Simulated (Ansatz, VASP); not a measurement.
# Two plane-wave programs on Si

```
Si
1.0
     3.84753    0.00000    0.00000
    -1.92376    3.33205    0.00000
     0.00000    0.00000   18.44160
Si
4
Direct
  0.33333 0.66667 0.26954
  0.66667 0.33333 0.24401
  0.55556 0.44444 0.52824
  0.22222 0.77778 0.50271
```

Alike in both runs: task single point; functional PBE; dispersion D3(BJ); k mesh 9 × 9 × 1; occupations gaussian, width 0.1 eV; no spin polarisation.

|  | VASP | Ansatz |
| --- | --- | --- |
| version | VASP 6.6.1 | Ansatz 0.2.0 |
| potentials or method | VASP PAW PBE potentials, release 64 (Si), cutoff 520 eV | scalar-relativistic, plane waves, PAW |
| valence electrons in the cell | 16 | 16 |

```csv
,VASP,Ansatz,Ansatz less VASP
gap on the k mesh at the Fermi level (eV),0.27,0.27,0.000
least direct gap on the mesh (eV),0.27,0.27,0.000
rms of the force components (eV/Å),0.050,0.051,+0.0014
```

Atom by atom the forces differ by 0.003 eV/Å (rms over components).
